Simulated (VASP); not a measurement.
Wanted: the native input for a VASP 6.6.1 run.

```
Task                   : relaxation of cell and atoms
Functional             : PBEsol
Potentials or basis    : VASP PAW PBE potentials, release 64 (Co, Si)
Cutoff                 : 600 eV
k mesh                 : 14 × 14 × 14
Occupations            : gaussian, width 0.1 eV
Spin                   : no spin polarisation
Target pressure        : 50 GPa
Dipole correction      : no
Further INCAR settings : ALGO = Normal; EDIFF = 1e-06; IBRION = 2; EDIFFG = -0.008; NSW = 70; ISIF = 3
```

The structure of CoSi2 lies in POSCAR:

```
CoSi2
1.0
    0.0000000000      2.5013093731      2.5013093731
    2.5013093731      0.0000000000      2.5013093731
    2.5013093731      2.5013093731      0.0000000000
Co Si
1 2
Direct
    0.0000000000      0.0000000000      0.0000000000
    0.2500000000      0.2500000000      0.2500000000
    0.7500000000      0.7500000000      0.7500000000
```

One way to write it, as run:

INCAR

```
ALGO = Normal ; EDIFF = 1E-6
EDIFFG = -0.008 ; ENCUT = 600
GGA = PS ; IBRION = 2
ISIF = 3 ; ISMEAR = 0
LASPH = True ; LCHARG = False
LREAL = False ; LWAVE = False
NELM = 60 ; NSW = 70
PREC = Accurate ; PSTRESS = 500.0
SIGMA = 0.1
```

KPOINTS

```
k-points
0
Gamma
  14 14 14
```

Potentials or basis: VASP PAW PBE potentials, release 64 (Co, Si).

Launch:

```console
$ cat potpaw_PBE.64/Co/POTCAR potpaw_PBE.64/Si/POTCAR > POTCAR
$ mpirun -np 1 vasp_std > vasp.out
```

Results of the run:

* Relaxed volume: 10.50 Å³/atom
* Relaxed cell: a = 3.545 Å, b = 3.545 Å, c = 3.545 Å, α = 60.00°, β = 60.00°, γ = 60.00°
* Space group after relaxing (to 0.1 Å): Fm-3m (No. 225)
* Energy change on relaxing (the run minimises the enthalpy): -20.7 meV/atom
* Ionic steps: 3
* Pressure after relaxing: 50.0 GPa
* Band gap on the k mesh: zero (an odd number of electrons rules out a gap without spin polarisation)

Caveat: the cell is relaxed towards a set pressure, so the run minimises the enthalpy, not the energy; the PAW data sets were made with another functional, which shifts forces and pressure a little; the run has no spin polarisation, though such a crystal can be magnetic.

Run time: 65 s on 1 thread of Intel(R) Xeon(R) Platinum 8488C (Sapphire Rapids) (shared host), peak memory 0.2 GiB.
